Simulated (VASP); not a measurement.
Set up this calculation in VASP 6.6.1, as the native input.

* Task: single point
* Functional: PBE
* Potentials or basis: VASP PAW PBE potentials, release 64 (Ca_sv, O)
* Cutoff: 520 eV
* k mesh: 8 × 8 × 8
* Occupations: fermi-dirac, width 0.02 eV
* Spin: no spin polarisation
* Dipole correction: no
* Further INCAR settings: ALGO = Normal; EDIFF = 1e-07; NBANDS = 15

The structure of CaO lies in POSCAR:

```
CaO
1.0
   -0.0374066005      2.6067317416      2.6067317416
    2.6067317416     -0.0374066005      2.6067317416
    2.5693251411      2.5693251411      0.0000000000
Ca O
1 1
Direct
   -0.0025397295     -0.0025397295      0.0025397295
    0.2525397295      0.2525397295      0.2474602705
```

This cell differs from its parent crystal: shear xy strain -2.9%.

These files were run (other wordings do the same):

INCAR

```
PREC     = Accurate       # precision mode
ENCUT    = 520            # plane-wave cutoff, eV
EDIFF    = 1E-7           # SCF threshold, eV
ISMEAR   = -1             # smearing method
SIGMA    = 0.02           # smearing width, eV
LREAL    = False          # projectors in reciprocal space
LASPH    = True           # aspherical terms in the spheres
NELM     = 60             # most SCF steps
ALGO     = Normal         # electronic algorithm
ISIF     = 2              # what is computed and relaxed
LWAVE    = False          # write WAVECAR
LCHARG   = False          # write CHGCAR
GGA      = PE             # functional
NBANDS   = 15             # bands
```

KPOINTS

```
Automatic mesh
0
Gamma
  8 8 8
```

Potentials or basis: VASP PAW PBE potentials, release 64 (Ca_sv, O).

Command:

```bash
$ cat potpaw_PBE.64/Ca_sv/POTCAR potpaw_PBE.64/O/POTCAR > POTCAR
$ mpirun -np 1 vasp_std > vasp.out
```

It gave:

The pressure is 1.8 GPa and the largest force is 0.004 eV/Å. The band gap on the k mesh is 3.29 eV (least direct gap 3.90 eV).

Caveat: the cell differs from its parent crystal (shear xy strain -2.9%); the structure was generated, so it needn't be the stable form of CaO.

It took 52 s on 1 thread of Intel(R) Xeon(R) Platinum 8259CL CPU @ 2.50GHz (Skylake/Cascade Lake) (shared host), peak memory 0.19 GiB.
